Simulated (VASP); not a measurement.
Set up this calculation in VASP 6.6.1, as the native input.

```
Task                   : single point
Functional             : PBE
Potentials or basis    : VASP PAW PBE potentials, release 64 (H)
Cutoff                 : 520 eV
k mesh                 : 6 × 6 × 6
Occupations            : gaussian, width 0.05 eV
Spin                   : collinear spin
Starting moments       : [1.05, 1.05] μB
Dipole correction      : no
Further INCAR settings : ALGO = Normal; EDIFF = 1e-06; NBANDS = 12
```

The structure of H lies in POSCAR:

```
H
1.0
    5.5656000000      0.0000000000      0.0000000000
   -2.7828000000      4.8199509873      0.0000000000
    0.0000000000      0.0000000000      4.0666000000
H
2
Direct
    0.3333333333      0.6666666667      0.2500000000
    0.6666666667      0.3333333333      0.7500000000
```

These files were run (other wordings do the same):

INCAR

```
SYSTEM = H
PREC = Accurate
ENCUT = 520
EDIFF = 1E-6
ISMEAR = 0
SIGMA = 0.05
LREAL = .FALSE.
LASPH = .TRUE.
NELM = 150
ALGO = Normal
ISIF = 2
LWAVE = .FALSE.
LCHARG = .FALSE.
ISPIN = 2
MAGMOM = 1.05 1.05
LORBIT = 11
GGA = PE
NBANDS = 12
```

KPOINTS

```
regular mesh
0
G
  6 6 6
  0 0 0
```

Potentials or basis: VASP PAW PBE potentials, release 64 (H).

The run is started by

```console
$ cat potpaw_PBE.64/H/POTCAR > POTCAR
$ mpirun -np 1 vasp_std > vasp.out
```

Results of the run:

| Property | Result |
| --- | --- |
| Pressure | 0.0 GPa |
| Band gap on the k mesh | 6.73 eV (least direct gap 7.21 eV) |
| Net moment | 2.00 μB per cell |
| Site moments | H +0.38 μB |
| Valence electrons inside the program's atomic spheres | H 0.38 |

Caveat: the nearest neighbours stand farther apart than a usual bond.

It took 41 s on 1 thread of Intel(R) Xeon(R) 6975P-C (Granite Rapids) (shared host), peak memory 0.27 GiB.
